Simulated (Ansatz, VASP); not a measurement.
## Two plane-wave programs on Cu3B

```
CELL_PARAMETERS angstrom
3.92457 0.00000 0.00000
0.00000 3.92457 0.00000
0.00000 0.00000 3.92457
ATOMIC_POSITIONS crystal
Cu 0.00000 0.50000 0.50000
Cu 0.50000 0.00000 0.50000
Cu 0.50000 0.50000 0.00000
B 0.50000 0.50000 0.50000
```

Alike in both runs: functional PBE; k mesh 5 × 5 × 5; occupations gaussian, width 0.2 eV; no spin polarisation.

Ansatz relaxed the structure, and its values are those at the end. VASP's run is a single point on that final structure, the one shown.

```csv
,VASP,Ansatz
version,VASP 6.6.1,Ansatz 0.2.0
potentials or method,"VASP PAW PBE potentials, release 64 (Cu, B), cutoff 600 eV","scalar-relativistic, plane waves, PAW"
valence electrons in the cell,36,60
```

|  | VASP | Ansatz | Ansatz less VASP |
| --- | --- | --- | --- |
| gap on the k mesh at the Fermi level (eV) | none | none | - |
| pressure (GPa) | 0.4 | 0.0 | -0.36 |

A gap of «none» marks a metal or a gap that the smearing closes. VASP's potentials hold 36 valence electrons a cell and Ansatz's 60, so a difference there can come from the potentials and not from the codes.
